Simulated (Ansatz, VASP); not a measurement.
## One calculation of C, two programs

```xyz
3
Lattice="6.6271 0.0000 0.0000 -3.3135 5.7392 0.0000 0.0000 0.0000 1.2651" Properties=species:S:1:pos:R:3 pbc="T T T"
C     0.0000    0.0000    0.0000
C     0.0000    3.8261    0.6326
C     3.3135    1.9131    0.6326
```

Alike in both runs: functional r2SCAN; k mesh 6 × 6 × 6; occupations gaussian, width 0.1 eV; no spin polarisation.

Ansatz relaxed the structure, and its values are those at the end. VASP's run is a single point on that final structure, the one shown.

|  | VASP | Ansatz |
| --- | --- | --- |
| version | VASP 6.6.1 | Ansatz 0.2.0 |
| potentials or method | VASP PAW PBE potentials, release 64 (C), cutoff 520 eV | scalar-relativistic, plane waves, PAW |
| valence electrons in the cell | 12 | 12 |

```csv
,VASP,Ansatz,Ansatz less VASP
pressure (GPa),0.0,0.0,+0.05
```

VASP's potentials were made for PBE, not for r2SCAN.

The k mesh is coarse, so the values compare programs but aren't converged.
